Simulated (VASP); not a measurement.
# Ge5H2 in VASP: a series of runs

The runs below take Ge5H2 through single point, with PBE.

Program: VASP 6.6.1. These are calculated values, not measurements. Logs are shortened: lines on timing, memory, paths and dates and some standing lists are left out, and cuts for length are marked.

**1. The cell of the first run**

The cell holds a slab with vacuum, 28 atoms: a = 8.147 Å, b = 8.147 Å, c = 19.518 Å, α = 90.00°, β = 90.00°, γ = 90.00°.

**2. Single point, PBE**

INCAR

```
SYSTEM = Ge5H2
PREC     = Accurate       ! precision mode
ENCUT    = 410            ! plane-wave cutoff, eV
EDIFF    = 1E-6           ! SCF threshold, eV
ISMEAR   = 0              ! smearing method
SIGMA    = 0.05           ! smearing width, eV
LREAL    = .FALSE.        ! projectors in reciprocal space
LASPH    = .TRUE.         ! aspherical terms in the spheres
NELM     = 120            ! most SCF steps
ALGO     = Normal         ! electronic algorithm
ISIF     = 2              ! what is computed and relaxed
LWAVE    = .FALSE.        ! write WAVECAR
LCHARG   = .TRUE.         ! write CHGCAR
LDIPOL   = .TRUE.       
IDIPOL   = 3            
DIPOL    = 0.5 0.5 0.342
GGA      = PE             ! functional
LELF     = .TRUE.         ! ELF
LVHAR    = .TRUE.       
LVACPOTAV= .TRUE.       
NBANDS   = 164            ! bands
GGA_COMPAT= .FALSE.      
NELMDL   = -8
```

KPOINTS

```
regular mesh
0
G
  3 3 1
  0 0 0
```

POSCAR

```
Ge5H2
1.0
    8.1473826809      0.0000000000      0.0000000000
    0.0000000000      8.1473826809      0.0000000000
    0.0000000000      0.0000000000     19.5175094652
Ge H
20 8
Direct
    0.5000000000      0.5000000000      0.2513865784
    0.5000000000      0.0000000000      0.2513865784
    0.0000000000      0.5000000000      0.2513865784
    0.0000000000      0.0000000000      0.2513865784
    0.7500000000      0.5000000000      0.3251801834
    0.7500000000      0.0000000000      0.3251801834
    0.2500000000      0.5000000000      0.3251801834
    0.2500000000      0.0000000000      0.3251801834
    0.7487681346      0.7495794845      0.4005303916
    0.7487681346      0.2504205155      0.4005303916
    0.2506001296      0.7513537298      0.3973514183
    0.2506001296      0.2486462702      0.3973514183
    0.0014201446      0.7278490036      0.4743343824
    0.0014201446      0.2721509964      0.4743343824
    0.4973188901      0.7255024492      0.4748819812
    0.4973188901      0.2744975508      0.4748819812
    0.0991216256      0.0000000000      0.5100307632
    0.0859321718      0.5000000000      0.5553234273
    0.4036882388      0.0000000000      0.5112110854
    0.4255879745      0.5000000000      0.5601673891
    0.5083944213      0.6502083350      0.2033868863
    0.5083944213      0.3497916650      0.2033868863
    0.5083944213      0.1502083350      0.2033868863
    0.5083944213     -0.1502083350      0.2033868863
   -0.0083944213      0.3497916650      0.2033868863
   -0.0083944213      0.6502083350      0.2033868863
   -0.0083944213     -0.1502083350      0.2033868863
   -0.0083944213      0.1502083350      0.2033868863
```

Potentials or basis: VASP PAW PBE potentials, release 64 (Ge_d, H).

Command:

```console
$ cat potpaw_PBE.64/Ge_d/POTCAR potpaw_PBE.64/H/POTCAR > POTCAR
$ mpirun -np 1 vasp_std > vasp.out
```

OUTCAR:

```text
SYSTEM = Ge5H2
   PREC = Accurate
   ENCUT = 410
   EDIFF = 1E-6
   ISMEAR = 0
   LREAL = .FALSE.
   LASPH = .TRUE.
   NELM = 120
   ISIF = 2
   GGA = PE
   NELMDL = -8

 ion  position               nearest neighbor table
   1  0.500  0.500  0.251-  21 1.54  22 1.54   5 2.49   7 2.49
   2  0.500  0.000  0.251-  23 1.54  24 1.54   6 2.49   8 2.49
   3  0.000  0.500  0.251-  25 1.54  26 1.54   5 2.49   7 2.49
   4  0.000  0.000  0.251-  27 1.54  28 1.54   6 2.49   8 2.49
   5  0.750  0.500  0.325-   1 2.49   3 2.49   9 2.51  10 2.51
   6  0.750  0.000  0.325-   2 2.49   4 2.49   9 2.52  10 2.52
[... 8 lines left out ...]
  15  0.497  0.726  0.475-  19 2.47   9 2.52  11 2.52  20 2.55
  16  0.497  0.274  0.475-  19 2.47  10 2.52  12 2.52  20 2.55
  17  0.099  0.000  0.510-  13 2.46  14 2.46  19 2.48
  18  0.086  0.500  0.555-  13 2.53  14 2.53  20 2.77
  19  0.404  0.000  0.511-  15 2.47  16 2.47  17 2.48
  20  0.426  0.500  0.560-  15 2.55  16 2.55  18 2.77
  21  0.508  0.650  0.203-   1 1.54
  22  0.508  0.350  0.203-   1 1.54
  23  0.508  0.150  0.203-   2 1.54
  24  0.508  0.850  0.203-   2 1.54
  25  0.992  0.350  0.203-   3 1.54
  26  0.992  0.650  0.203-   3 1.54
  27  0.992  0.850  0.203-   4 1.54
  28  0.992  0.150  0.203-   4 1.54

  LATTYP: Found a simple tetragonal cell.
 ALAT       =     8.1473826809
 C/A-ratio  =     2.3955557545

  Lattice vectors:

 A1 = (   8.1473826809,   0.0000000000,   0.0000000000)
 A2 = (   0.0000000000,   8.1473826809,   0.0000000000)
 A3 = (   0.0000000000,   0.0000000000,  19.5175094652)

Analysis of symmetry for initial positions (statically):
=====================================================================
 Subroutine PRICEL returns:
 Original cell was already a primitive cell.

 Routine SETGRP: Setting up the symmetry group for a
 simple tetragonal supercell.

 Subroutine GETGRP returns: Found  2 space group operations
 (whereof  2 operations were pure point group operations)
 out of a pool of 16 trial point group operations.

The static configuration has the point symmetry C_1h.

Analysis of symmetry for dynamics (positions and initial velocities):
=====================================================================
 Subroutine PRICEL returns:
 Original cell was already a primitive cell.

 Routine SETGRP: Setting up the symmetry group for a
 simple tetragonal supercell.

 Subroutine GETGRP returns: Found  2 space group operations
 (whereof  2 operations were pure point group operations)
 out of a pool of 16 trial point group operations.

The dynamic configuration has the point symmetry C_1h.

 Subroutine INISYM returns: Found  2 space group operations
 (whereof  2 operations are pure point group operations),
 and found     1 'primitive' translations

----------------------------------------------------------------------------------------

                                     Primitive cell

  volume of cell :    1295.5692

  direct lattice vectors                    reciprocal lattice vectors
     8.147382681  0.000000000  0.000000000     0.122738803  0.000000000  0.000000000
     0.000000000  8.147382681  0.000000000     0.000000000  0.122738803  0.000000000
     0.000000000  0.000000000 19.517509465     0.000000000  0.000000000  0.051236045

  length of vectors
     8.147382681  8.147382681 19.517509465     0.122738803  0.122738803  0.051236045

  position of ions in fractional coordinates (direct lattice)
     0.500000000  0.500000000  0.251386578
     0.500000000  0.000000000  0.251386578
     0.000000000  0.500000000  0.251386578
     0.000000000  0.000000000  0.251386578
     0.750000000  0.500000000  0.325180183
     0.750000000  0.000000000  0.325180183
[... 20 lines left out ...]
     0.991605579  0.849791665  0.203386886
     0.991605579  0.150208335  0.203386886

  ion indices of the primitive-cell ions
   primitive index   ion index
                 1           1
                 2           2
                 3           3
                 4           4
                 5           5
                 6           6
[... 20 lines left out ...]
                27          27
                28          28

----------------------------------------------------------------------------------------

 KPOINTS: regular mesh

Automatic generation of k-mesh.
 Grid dimensions read from file:
 generate k-points for:    3    3    1

 Generating k-lattice:

  Cartesian coordinates                     Fractional coordinates (reciprocal lattice)
     0.040912934  0.000000000  0.000000000     0.333333333  0.000000000  0.000000000
     0.000000000  0.040912934  0.000000000     0.000000000  0.333333333  0.000000000
     0.000000000  0.000000000  0.051236045     0.000000000  0.000000000  1.000000000

  Length of vectors
     0.040912934  0.040912934  0.051236045

  Shift w.r.t. Gamma in fractional coordinates (k-lattice)
     0.000000000  0.000000000  0.000000000

 Subroutine IBZKPT returns following result:
 ===========================================

 Found      4 irreducible k-points:

 Following reciprocal coordinates:
            Coordinates               Weight
  0.000000  0.000000  0.000000      1.000000
  0.333333  0.000000  0.000000      2.000000
  0.000000  0.333333  0.000000      2.000000
  0.333333  0.333333  0.000000      4.000000
   k-points           NKPTS =      4   k-points in BZ     NKDIM =      4   number of bands    NBANDS=    164
   number of dos      NEDOS =    301   number of ions     NIONS =     28
   total plane-waves  NPLWV = 408240
   dimension x,y,z NGX =    54 NGY =   54 NGZ =  140
   dimension x,y,z NGXF=   108 NGYF=  108 NGZF=  280
   ions per type =              20   8
   NGX,Y,Z   is equivalent  to a cutoff of  11.02, 11.02, 11.92 a.u.
   NGXF,Y,Z  is equivalent  to a cutoff of  22.04, 22.04, 23.85 a.u.
 SYSTEM =  Ge5H2
   PREC   = accura    normal or accurate (medium, high low for compatibility)
   ISTART =      0    job   : 0-new  1-cont  2-samecut
   ICHARG =      2    charge: 1-file 2-atom 10-const
   ISPIN  =      1    spin polarized calculation?
   LNONCOLLINEAR =      F non collinear calculations
   LSORBIT =      F    spin-orbit coupling
   LASPH  =      T    aspherical Exc in radial PAW
   ENCUT  =  410.0 eV  30.13 Ry    5.49 a.u.  13.45 13.45 32.22*2*pi/ulx,y,z
   NELM   =    120;   NELMIN=  2; NELMDL= -8     # of ELM steps
   EDIFF  = 0.1E-05   stopping-criterion for ELM
   LREAL  =      F    real-space projection
   EDIFFG = 0.1E-04   stopping-criterion for IOM
   NSW    =      0    number of steps for IOM
   IBRION =     -1    ionic relax: 0-MD 1-quasi-New 2-CG
   NFREE  =      0    steps in history (QN), initial steepest desc. (CG)
   ISIF   =      2    stress and relaxation
   ISYM   =      2    0-nonsym 1-usesym 2-fastsym
   POTIM  = 0.5000    time-step for ionic-motion
   TEBEG  =    0.0;   TEEND  =   0.0 temperature during run
   PSTRESS=    0.0 pullay stress
   NELECT =     288.0000    total number of electrons
   NUPDOWN=      -1.0000    fix difference up-down
   EMIN   =  10.00;   EMAX   =-10.00  energy-range for DOS
   EFERMI =   0.00;   METHOD = LEGACY
   ISMEAR =     0;   SIGMA  =   0.05  broadening in eV -4-tet -1-fermi 0-gaus
   EFERMI_NEDOS =   21; number of points for ismear=-14 and -15
   IALGO  =     38    algorithm
   IMIX   =      4    mixing-type and parameters
     AMIX     =   0.40;   BMIX     =  1.00
     AMIX_MAG =   1.60;   BMIX_MAG =  1.00
  volume/ion in A,a.u.               =      46.27       312.25
  Fermi-wavevector in a.u.,A,eV,Ry     =   0.991712  1.874063 13.381223  0.983492
  Thomas-Fermi vector in A             =   2.123472
   LORBIT       =      0    0 simple, 1 ext, 2 COOP (PROOUT), +10 PAW based schemes
   GGA     = PE    functional components
   LHFCALC =     F    Hartree Fock is set to
   AEXX    =    0.0000 exact exchange contribution
   IVDW    =     0    specifies the selected vdW correction
   LEPSILON=     F    determine dielectric tensor
   LRPA    =     F    only Hartree local field effects (RPA)
 non-spin polarized calculation
 Gauss-broadening in eV      SIGMA  =   0.05
  energy-cutoff  :      410.00
  volume of cell :     1295.57
 maximum number of plane-waves:     24481
 NGX is ok and might be reduce to    54
   NGX = 27   NGY = 27   NGZ = 65

 number of electron     288.0000377 magnetization

 dipolmoment           0.000000      0.000000     -0.015714 electrons x Angstroem

 Free energy of the ion-electron system (eV)
  ---------------------------------------------------
  ext. energy  EPLUGINS =         0.00000000
  ---------------------------------------------------
  free energy    TOTEN  =      -110.99173564 eV

  energy without entropy =     -110.97812605  energy(sigma->0) =     -110.98493085

 E-fermi :  -1.3827     XC(G=0):  -4.5075

 val. band max:       -1.4033915892   @ k =   0.3333   0.3333   0.0000
 cond. band min:      -1.3329564207   @ k =   0.3333   0.0000   0.0000
 fundamental gap:      0.0704351685
 Fermi energy:        -1.3827033730

 k-point     1 :       0.0000    0.0000    0.0000
  band No.  band energies     occupation
      1     -25.8452      2.00000
      2     -25.8090      2.00000
      3     -25.7921      2.00000
      4     -25.7784      2.00000
      5     -25.7638      2.00000
      6     -25.7599      2.00000
[... 148 lines left out ...]
    155       1.0233      0.00000
    156       1.2202      0.00000

 k-point     2 :       0.3333    0.0000    0.0000
  band No.  band energies     occupation
      1     -25.8452      2.00000
      2     -25.8090      2.00000
      3     -25.7920      2.00000
      4     -25.7784      2.00000
      5     -25.7639      2.00000
      6     -25.7602      2.00000
[... 148 lines left out ...]
    155       1.4368      0.00000
    156       1.5070      0.00000

 k-point     3 :       0.0000    0.3333    0.0000
  band No.  band energies     occupation
      1     -25.8452      2.00000
      2     -25.8088      2.00000
      3     -25.7920      2.00000
      4     -25.7789      2.00000
      5     -25.7643      2.00000
      6     -25.7601      2.00000
[... 148 lines left out ...]
    155       1.5142      0.00000
    156       1.5870      0.00000

 k-point     4 :       0.3333    0.3333    0.0000
  band No.  band energies     occupation
      1     -25.8452      2.00000
      2     -25.8088      2.00000
      3     -25.7919      2.00000
      4     -25.7788      2.00000
      5     -25.7644      2.00000
      6     -25.7603      2.00000
[... 148 lines left out ...]
    155       1.7774      0.00000
    156       1.8904      0.00000
 [bands above 156 left out]

------------------------ aborting loop because EDIFF is reached ----------------------------------------

  FORCE on cell =-STRESS in cart. coord.  units (eV):
  Direction    XX          YY          ZZ          XY          YZ          ZX
  --------------------------------------------------------------------------------------
  -------------------------------------------------------------------------------------
  Total       -5.2864457      6.3481079     -3.1459030      0.0000000      0.0000000      0.0020214
  in kB       -6.5375306      7.8504446     -3.8904092      0.0000000      0.0000000      0.0024998
  external PRESSURE =      -0.8591650 kB  Pullay stress =       0.0000000 kB

 VOLUME and BASIS-vectors are now :
 -----------------------------------------------------------------------------
  energy-cutoff  :      410.00
  volume of cell :     1295.57
      direct lattice vectors                 reciprocal lattice vectors
     8.147382681  0.000000000  0.000000000     0.122738803  0.000000000  0.000000000
     0.000000000  8.147382681  0.000000000     0.000000000  0.122738803  0.000000000
     0.000000000  0.000000000 19.517509465     0.000000000  0.000000000  0.051236045

 POSITION                                       TOTAL-FORCE (eV/Angst)
 -----------------------------------------------------------------------------------
      4.07369      4.07369      4.90644         0.117529      0.000000      0.248822
      4.07369      0.00000      4.90644         0.053279      0.000000      0.233795
      0.00000      4.07369      4.90644        -0.114931      0.000000      0.245288
      0.00000      0.00000      4.90644        -0.056724      0.000000      0.243796
      6.11054      4.07369      6.34671         0.000476      0.000000      0.018689
      6.11054      0.00000      6.34671        -0.003735      0.000000      0.089016
[... 20 lines left out ...]
      8.07899      6.92358      3.96961         0.027640      0.033856      0.036503
      8.07899      1.22380      3.96961         0.027640     -0.033856      0.036503
 -----------------------------------------------------------------------------------
    total drift:                                0.006758      0.000000     -0.017497

  FREE ENERGIE OF THE ION-ELECTRON SYSTEM (eV)
  ---------------------------------------------------
  free  energy   TOTEN  =      -110.9917356428 eV

  energy  without entropy=     -110.9781260519  energy(sigma->0) =     -110.98493085

 vacuum level on the upper side and lower side of the slab         3.270         3.313
```

It took 58 min on 1 thread of Intel Xeon 8259CL, shared host; peak memory 1 GiB.

What came out:

| Item | Value |
| --- | --- |
| Free energy | -110.9917 eV |
| Largest force | 0.720 eV/Å |
| Band gap on the k mesh | zero (bands 144 and 145 overlap by 0.04 eV) |

Forces on the atoms (eV/Å):
```
Ge   0.118  0.000  0.249
Ge   0.053  0.000  0.234
Ge  -0.115  0.000  0.245
Ge  -0.057  0.000  0.244
Ge   0.000  0.000  0.019
Ge  -0.004  0.000  0.089
Ge  -0.009  0.000 -0.616
Ge   0.010  0.000 -0.720
Ge   0.007  0.003 -0.002
Ge   0.007 -0.003 -0.002
Ge  -0.010  0.009 -0.011
Ge  -0.010 -0.009 -0.011
Ge   0.000 -0.004 -0.021
Ge   0.000  0.004 -0.021
Ge   0.013  0.000  0.011
Ge   0.013  0.000  0.011
Ge   0.005  0.000  0.046
Ge  -0.004  0.000  0.050
Ge  -0.013  0.000 -0.010
Ge  -0.003  0.000  0.010
H   -0.056 -0.032  0.019
H   -0.056  0.032  0.019
H   -0.025 -0.035  0.030
H   -0.025  0.035  0.030
H    0.052  0.032  0.017
H    0.052 -0.032  0.017
H    0.028  0.034  0.037
H    0.028 -0.034  0.037
```

Levels at points of the mesh, in eV from the Fermi level:
```tsv
k point	band 142	band 143	band 144	band 145	band 146	band 147
(0.00, 0.00, 0.00)	-0.35	-0.31	-0.27	-0.06	0.78	0.92
```

**3. Single point, PBE**

INCAR

```
  ALGO = Normal
  DIPOL = 0.5 0.5 0.342
  EDIFF = 1E-6
  ENCUT = 410
  GGA = PE
  GGA_COMPAT = F
  IDIPOL = 3
  ISIF = 2
  ISMEAR = 0
  LASPH = T
  LCHARG = T
  LDIPOL = T
  LELF = T
  LREAL = F
  LVACPOTAV = T
  LVHAR = T
  LWAVE = F
  NBANDS = 164
  NELM = 120
  NELMDL = -8
  PREC = Accurate
  SIGMA = 0.05
```

KPOINTS

```
k-points
0
Gamma
  3 3 1
```

POSCAR

```
Ge5H2
1.0
    8.1473826809      0.0000000000      0.0000000000
    0.0000000000      8.1473826809      0.0000000000
    0.0000000000      0.0000000000     19.5175094652
Ge H
20 8
Direct
    0.5000000000      0.5000000000      0.2513865784
    0.5000000000      0.0000000000      0.2513865784
    0.0000000000      0.5000000000      0.2513865784
    0.0000000000      0.0000000000      0.2513865784
    0.7500000000      0.5000000000      0.3251801834
    0.7500000000      0.0000000000      0.3251801834
    0.2500000000      0.5000000000      0.3251801834
    0.2500000000      0.0000000000      0.3251801834
    0.7502968335      0.7499251325      0.4012182671
    0.7502968335      0.2500748675      0.4012182671
    0.2510385656      0.7516332756      0.3980559509
    0.2510385656      0.2483667244      0.3980559509
    0.0034969743      0.7314477303      0.4756627461
    0.0034969743      0.2685522697      0.4756627461
    0.4987122588      0.7252373147      0.4756984492
    0.4987122588      0.2747626853      0.4756984492
    0.0962702083      0.0000000000      0.5216613455
    0.0846911449      0.5000000000      0.5553234273
    0.4000977130      0.0000000000      0.5095099497
    0.4253912867      0.5000000000      0.5612921147
    0.5083944213      0.6502083350      0.2033868863
    0.5083944213      0.3497916650      0.2033868863
    0.5083944213      0.1502083350      0.2033868863
    0.5083944213     -0.1502083350      0.2033868863
   -0.0083944213      0.3497916650      0.2033868863
   -0.0083944213      0.6502083350      0.2033868863
   -0.0083944213     -0.1502083350      0.2033868863
   -0.0083944213      0.1502083350      0.2033868863
```

Potentials or basis: VASP PAW PBE potentials, release 64 (Ge_d, H).

Command:

```console
$ cat potpaw_PBE.64/Ge_d/POTCAR potpaw_PBE.64/H/POTCAR > POTCAR
$ mpirun -np 1 vasp_std > vasp.out
```

Run time: 27 min. Hardware: 1 thread of Intel Xeon 6975P-C (Granite Rapids), shared host; peak memory 1 GiB.

Results (log left out):

```
Free energy            : -110.9633 eV
Largest force          : 0.611 eV/Å
Band gap on the k mesh : zero (bands 144 and 145 overlap by 0.03 eV)
```

Forces in eV/Å, atoms in the order of the input:
```
Ge   0.102  0.000  0.267
Ge   0.081  0.000  0.259
Ge  -0.116  0.000  0.258
Ge  -0.070  0.000  0.250
Ge   0.054  0.000  0.121
Ge   0.008  0.000  0.159
Ge  -0.010  0.000 -0.520
Ge  -0.037  0.000 -0.610
Ge   0.004  0.002 -0.008
Ge   0.004 -0.002 -0.008
Ge  -0.010 -0.006 -0.002
Ge  -0.010  0.006 -0.002
Ge  -0.006 -0.004 -0.015
Ge  -0.006  0.004 -0.015
Ge   0.003  0.004  0.001
Ge   0.003 -0.004  0.001
Ge   0.000  0.000 -0.266
Ge  -0.003  0.000 -0.074
Ge   0.003  0.000  0.005
Ge   0.007  0.000  0.002
H   -0.050 -0.030  0.016
H   -0.050  0.030  0.016
H   -0.038 -0.033  0.031
H   -0.038  0.033  0.031
H    0.056  0.032  0.016
H    0.056 -0.032  0.016
H    0.032  0.033  0.035
H    0.032 -0.033  0.035
```

Levels at points of the mesh, in eV from the Fermi level:
| k point | band 141 | band 142 | band 143 | band 144 | band 145 | band 146 | band 147 | band 148 |
| --- | --- | --- | --- | --- | --- | --- | --- | --- |
| (0.00, 0.00, 0.00) | -0.48 | -0.30 | -0.29 | -0.21 | -0.05 | 0.71 | 0.94 | 1.28 |
